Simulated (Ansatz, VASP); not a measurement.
One calculation of Cu4O, two programs

```
Cu O
1.0
     4.96661    0.00000    0.00000
    -2.48330    4.30121    0.00000
     0.00000    0.00000    3.57316
Cu O
4 1
Direct
  0.00000 0.00000 0.00000
  0.50000 0.00000 0.00000
  0.00000 0.50000 0.00000
  0.50000 0.50000 0.00000
  0.00000 0.00000 0.50000
```

Alike in both runs: task relaxation of cell and atoms; functional PBE; k mesh 6 × 6 × 6; occupations gaussian, width 0.1 eV; no spin polarisation.

|  | VASP | Ansatz |
| --- | --- | --- |
| version | VASP 6.6.1 | Ansatz 0.2.0 |
| potentials or method | VASP PAW PBE potentials, release 64 (Cu, O), cutoff 600 eV | scalar-relativistic, plane waves, PAW |
| valence electrons in the cell | 50 | 82 |

Ansatz gave:

| Quantity | Value |
| --- | --- |
| gap on the k mesh at the Fermi level, each at its own relaxed structure (eV) | none |
| relaxed volume (Å³/atom) | 15.28 |
| relaxed cell length with the largest relative difference (Å) | 3.560 |

What did VASP give for the same quantities?

gap on the k mesh at the Fermi level, each at its own relaxed structure (eV): none; relaxed volume (Å³/atom): 15.38; relaxed cell length with the largest relative difference (Å): 3.577.

A gap of «none» marks a metal or a gap that the smearing closes. VASP's potentials hold 50 valence electrons a cell and Ansatz's 82, so a difference there can come from the potentials and not from the codes.
